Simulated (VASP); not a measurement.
# FeO (R-3m) in VASP: further runs

Runs on FeO. Level: LDA. Tasks: single point.

All numbers are computed with VASP 6.6.1; they aren't measurements. Logs are shortened: lines on timing, memory, paths and dates and some standing lists are left out, and cuts for length are marked.

## 1. The cell of the first run

It takes space group R-3m (No. 166, trigonal). Conventional cell: a = 2.976 Å, b = 2.976 Å, c = 7.404 Å, α = 90.00°, β = 90.00°, γ = 120.00°. Fe (site symmetry -3m) has 6 O at 2.12 Å within 2.8 Å. Within 2.8 Å of O (site symmetry -3m) lie 6 Fe at 2.12 Å.

## 2. Single point, LDA, collinear spin, ferromagnetic start

File INCAR:

```
  PREC = Accurate
  ENCUT = 520
  EDIFF = 1E-6
  ISMEAR = -1
  SIGMA = 0.05
  LREAL = F
  LASPH = T
  NELM = 150
  ALGO = Normal
  ISIF = 2
  LWAVE = F
  LCHARG = F
  ISPIN = 2
  MAGMOM = 3 0
  LORBIT = 11
  LMAXMIX = 4
  GGA = CA
  NBANDS = 18
```

File KPOINTS:

```
Automatic mesh
0
Gamma
  11 11 11
```

File POSCAR:

```
FeO
1.0
    1.4878158575      0.8589908858      2.4681429078
   -1.4878158575      0.8589908858      2.4681429078
    0.0000000000     -1.7179817717      2.4681429078
Fe O
1 1
Direct
    0.0000000000      0.0000000000      0.0000000000
    0.5000000000      0.5000000000      0.5000000000
```

Potentials or basis: VASP PAW LDA potentials, release 64 (Fe, O).

Run with:

```sh
$ cat potpaw_LDA.64/Fe/POTCAR potpaw_LDA.64/O/POTCAR > POTCAR
$ mpirun -np 1 vasp_std > vasp.out
```

OUTCAR:

```text
PREC = Accurate
   ENCUT = 520
   EDIFF = 1E-6
   ISMEAR = -1
   LREAL = F
   LASPH = T
   NELM = 150
   ISIF = 2
   ISPIN = 2
   LORBIT = 11
   GGA = CA

 ion  position               nearest neighbor table
   1  0.000  0.000  0.000-   2 2.12   2 2.12   2 2.12   2 2.12   2 2.12   2 2.12
   2  0.500  0.500  0.500-   1 2.12   1 2.12   1 2.12   1 2.12   1 2.12   1 2.12

  LATTYP: Found a trigonal (rhomboedric) cell.
 ALAT       =     3.0071898479
 COS(alpha) =     0.5104391626

  Lattice vectors:

 A1 = (   1.4878158575,   0.8589908858,   2.4681429078)
 A2 = (  -1.4878158575,   0.8589908858,   2.4681429078)
 A3 = (   0.0000000000,  -1.7179817717,   2.4681429078)

Analysis of symmetry for initial positions (statically):
=====================================================================
 Subroutine PRICEL returns:
 Original cell was already a primitive cell.

 Routine SETGRP: Setting up the symmetry group for a
 trigonal (rhombohedral) supercell.

 Subroutine GETGRP returns: Found 12 space group operations
 (whereof 12 operations were pure point group operations)
 out of a pool of 12 trial point group operations.

The static configuration has the point symmetry D_3d.

Analysis of symmetry for dynamics (positions and initial velocities):
=====================================================================
 Subroutine PRICEL returns:
 Original cell was already a primitive cell.

 Routine SETGRP: Setting up the symmetry group for a
 trigonal (rhombohedral) supercell.

 Subroutine GETGRP returns: Found 12 space group operations
 (whereof 12 operations were pure point group operations)
 out of a pool of 12 trial point group operations.

The dynamic configuration has the point symmetry D_3d.

Analysis of structural, dynamic, and magnetic symmetry:
=====================================================================
 Subroutine PRICEL returns:
 Original cell was already a primitive cell.

 Routine SETGRP: Setting up the symmetry group for a
 trigonal (rhombohedral) supercell.

 Subroutine GETGRP returns: Found 12 space group operations
 (whereof 12 operations were pure point group operations)
 out of a pool of 12 trial point group operations.

The overall configuration has the point symmetry D_3d.

 Subroutine INISYM returns: Found 12 space group operations
 (whereof 12 operations are pure point group operations),
[... 106 lines left out ...]
   PSTRESS=    0.0 pullay stress
   NELECT =      14.0000    total number of electrons
   NUPDOWN=      -1.0000    fix difference up-down
   EMIN   =  10.00;   EMAX   =-10.00  energy-range for DOS
   EFERMI =   0.00;   METHOD = LEGACY
   ISMEAR =    -1;   SIGMA  =   0.05  broadening in eV -4-tet -1-fermi 0-gaus
   EFERMI_NEDOS =   21; number of points for ismear=-14 and -15
   IALGO  =     38    algorithm
   IMIX   =      4    mixing-type and parameters
     AMIX     =   0.40;   BMIX     =  1.00
     AMIX_MAG =   1.60;   BMIX_MAG =  1.00
  volume/ion in A,a.u.               =       9.46        63.86
  Fermi-wavevector in a.u.,A,eV,Ry     =   1.480577  2.797885 29.825455  2.192109
  Thomas-Fermi vector in A             =   2.594594
   LORBIT       =     11    0 simple, 1 ext, 2 COOP (PROOUT), +10 PAW based schemes
   GGA     = CA    functional components
   LHFCALC =     F    Hartree Fock is set to
   AEXX    =    0.0000 exact exchange contribution
   IVDW    =     0    specifies the selected vdW correction
   LEPSILON=     F    determine dielectric tensor
   LRPA    =     F    only Hartree local field effects (RPA)
 spin polarized calculation
  energy-cutoff  :      520.00
  volume of cell :       18.93
 maximum number of plane-waves:       531
   NGX = 11   NGY = 11   NGZ = 11

 number of electron      14.0000002 magnetization       3.8774776

 Free energy of the ion-electron system (eV)
  ---------------------------------------------------
  ext. energy  EPLUGINS =         0.00000000
  ---------------------------------------------------
  free energy    TOTEN  =       -16.48147098 eV

  energy without entropy =      -16.46639539  energy(sigma->0) =      -16.47393319

 E-fermi :   6.4634     XC(G=0): -12.9369

 val. band max:        6.4616067563   @ k =   0.2727   0.1818   0.0909
 cond. band min:       6.4636985982   @ k =   0.4545   0.2727   0.2727
 fundamental gap:      0.0020918419
 Fermi energy:         6.4633505290

 spin component 1

 k-point     1 :       0.0000    0.0000    0.0000
  band No.  band energies     occupation
      1     -14.4121      1.00000
      2       2.4243      1.00000
      3       2.5314      1.00000
      4       2.5314      1.00000
      5       2.7755      1.00000
      6       2.8492      1.00000
[... 493 lines left out ...]
     17      34.0943      0.00000
     18      35.7504      0.00000

 [... further k-points ...]

 spin component 2

 k-point     1 :       0.0000    0.0000    0.0000
  band No.  band energies     occupation
      1     -13.8573      1.00000
      2       3.0110      1.00000
      3       3.1228      1.00000
      4       3.1228      1.00000
      5       5.5427      1.00000
      6       5.6383      1.00000
[... 493 lines left out ...]
     17      34.9383      0.00000
     18      36.5427      0.00000

 [... further k-points ...]
[... 5 lines left out ...]
  --------------------------------------------------------------------------------------
  -------------------------------------------------------------------------------------
  Total       -0.7641414     -0.7641414     -0.8608565      0.0000000      0.0000000      0.0000000
  in kB      -64.6881918    -64.6881918    -72.8755890      0.0000000      0.0000000      0.0000000
  external PRESSURE =     -67.4173242 kB  Pullay stress =       0.0000000 kB

 VOLUME and BASIS-vectors are now :
 -----------------------------------------------------------------------------
  energy-cutoff  :      520.00
  volume of cell :       18.93
      direct lattice vectors                 reciprocal lattice vectors
     1.487815858  0.858990886  2.468142908     0.336063094  0.194026118  0.135054308
    -1.487815858  0.858990886  2.468142908    -0.336063094  0.194026118  0.135054308
     0.000000000 -1.717981772  2.468142908     0.000000000 -0.388052235  0.135054308

 POSITION                                       TOTAL-FORCE (eV/Angst)
 -----------------------------------------------------------------------------------
      0.00000      0.00000      0.00000        -0.000000     -0.000000      0.000000
      0.00000     -0.00000      3.70221         0.000000      0.000000      0.000000
 -----------------------------------------------------------------------------------
    total drift:                               -0.000000      0.000000     -0.000000

  FREE ENERGIE OF THE ION-ELECTRON SYSTEM (eV)
  ---------------------------------------------------
  free  energy   TOTEN  =       -16.4814709819 eV

  energy  without entropy=      -16.4663953895  energy(sigma->0) =      -16.47393319

 total charge

# of ion       s       p       d       tot
------------------------------------------
    1        0.309   0.403   6.161   6.873
    2        1.546   3.433   0.000   4.979
--------------------------------------------------
tot          1.854   3.836   6.161  11.851

 magnetization (x)

# of ion       s       p       d       tot
------------------------------------------
    1        0.025   0.023   3.433   3.481
    2        0.032   0.267   0.000   0.300
--------------------------------------------------
tot          0.057   0.290   3.433   3.780
```

stdout:

```text
POSCAR found type information on POSCAR FeO
 POSCAR found :  2 types and       2 ions
 scaLAPACK will be used
 LDA part: xc-table for (Slater(with rela. corr.)+CA(PZ))
 , standard interpolation
 POSCAR, INCAR and KPOINTS ok, starting setup
 FFT: planning ... GRIDC
 FFT: planning ... GRID_SOFT
 FFT: planning ... GRID
 WAVECAR not read
 entering main loop
```

Wall time 2.2 min (1 thread of Intel Xeon 8259CL, shared host); peak memory 0.19 GiB.

Results:

- Free energy: -16.4815 eV
- Pressure: -6.7 GPa
- Net moment: 3.88 μB per cell
- Site moments: Fe +3.48; O +0.30 μB
- Valence electrons inside the program's atomic spheres: Fe 6.87; O 4.98

Caveat: the cell stands under tension; a cell with one magnetic atom can't hold antiferromagnetic order, which such compounds often take; semilocal functionals often make such compounds metallic where correlation or magnetic order opens a gap, which also shifts bond lengths. With open d or f shells a metallic result of LDA can be an artefact of self-interaction; +U or a hybrid may open a gap.

## 3. Single point, LDA, collinear spin, ferromagnetic start

This run uses another cell than the first one, of 9.66 Å³/atom.

File INCAR:

```
SYSTEM = FeO
ALGO = Normal
EDIFF = 1E-6
ENCUT = 520
ISIF = 2
ISMEAR = -1
ISPIN = 2
LASPH = .True.
LCHARG = .False.
LMAXMIX = 4
LORBIT = 11
LREAL = .False.
LWAVE = .False.
MAGMOM = 3 0
NBANDS = 18
NELM = 150
PREC = Accurate
SIGMA = 0.05
```

File KPOINTS:

```
k-points
0
Gamma
  11 11 11
  0 0 0
```

File POSCAR:

```
FeO
1.0
    1.4982937792      0.8650403168      2.4855247686
   -1.4982937792      0.8650403168      2.4855247686
    0.0000000000     -1.7300806335      2.4855247686
Fe O
1 1
Direct
    0.0000000000      0.0000000000      0.0000000000
    0.5000000000      0.5000000000      0.5000000000
```

Potentials or basis: VASP PAW LDA potentials, release 64 (Fe, O).

Run with:

```sh
$ cat potpaw_LDA.64/Fe/POTCAR potpaw_LDA.64/O/POTCAR > POTCAR
$ mpirun -np 1 vasp_std > vasp.out
```

It took 2.4 min on 1 thread of Intel Xeon 8259CL, shared host; peak memory 0.2 GiB.

Results (log left out):

```yaml
Free_energy: -16.4612 eV
Pressure: -9.9 GPa
Net_moment: 3.94 μB per cell
Site_moments: Fe +3.53; O +0.31 μB
Valence_electrons_inside_the_program's_atomic_spheres: Fe 6.83; O 4.97
```

Stress tensor (GPa, compression positive):
```
 -9.59   0.00   0.00
  0.00  -9.59   0.00
  0.00   0.00 -10.52
```

Levels at points of the mesh, in eV from the Fermi level:
Spin up:
```csv
k point,band 5,band 6,band 7,band 8,band 9,band 10,band 11,band 12,band 13,band 14
"(0.00, 0.00, 0.00)",-3.68,-3.61,-3.61,-3.33,-3.33,0.45,15.53,17.04,17.45,17.45
```
Spin down:
```tsv
k point	band 2	band 3	band 4	band 5	band 6	band 7	band 8	band 9
(0.00, 0.00, 0.00)	-3.34	-3.23	-3.23	-0.87	-0.78	-0.78	-0.05	-0.05
```

Caveat: the cell stands under tension; a cell with one magnetic atom can't hold antiferromagnetic order, which such compounds often take; semilocal functionals often make such compounds metallic where correlation or magnetic order opens a gap, which also shifts bond lengths. With open d or f shells a metallic result of LDA can be an artefact of self-interaction; +U or a hybrid may open a gap.
